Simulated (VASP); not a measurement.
Here is a VASP 6.6.1 calculation.

INCAR

```
SYSTEM = W
ALGO = Normal
EDIFF = 1E-6
ENCUT = 520
GGA = PS
ISIF = 2
ISMEAR = -1
LASPH = .True.
LCHARG = .False.
LREAL = .False.
LWAVE = .False.
NBANDS = 13
NELM = 100
PREC = Accurate
SIGMA = 0.15
```

The input KPOINTS:

```
k-points
0
Gamma
  10 10 10
  0 0 0
```

File POSCAR:

```
W
1.0
    0.0000000000      2.0300000000      2.0300000000
    2.0300000000      0.0000000000      2.0300000000
    2.0300000000      2.0300000000      0.0000000000
W
1
Direct
    0.0000000000      0.0000000000      0.0000000000
```

Potentials or basis: VASP PAW PBE potentials, release 64 (W_sv).

Launch:

```bash
$ cat potpaw_PBE.64/W_sv/POTCAR > POTCAR
$ mpirun -np 1 vasp_std > vasp.out
```

(1) Predict the pressure.

(2) What does it give for the band gap on the k mesh?

Results:

(1) -11.3 GPa.

(2) zero (band 7 reaches 13.02 eV, above the bottom of band 8 at 9.52 eV).

Caveat: the PAW data sets were made with another functional, which shifts forces and pressure a little; spin-orbit coupling is left out, which moves the levels of the heavy elements.
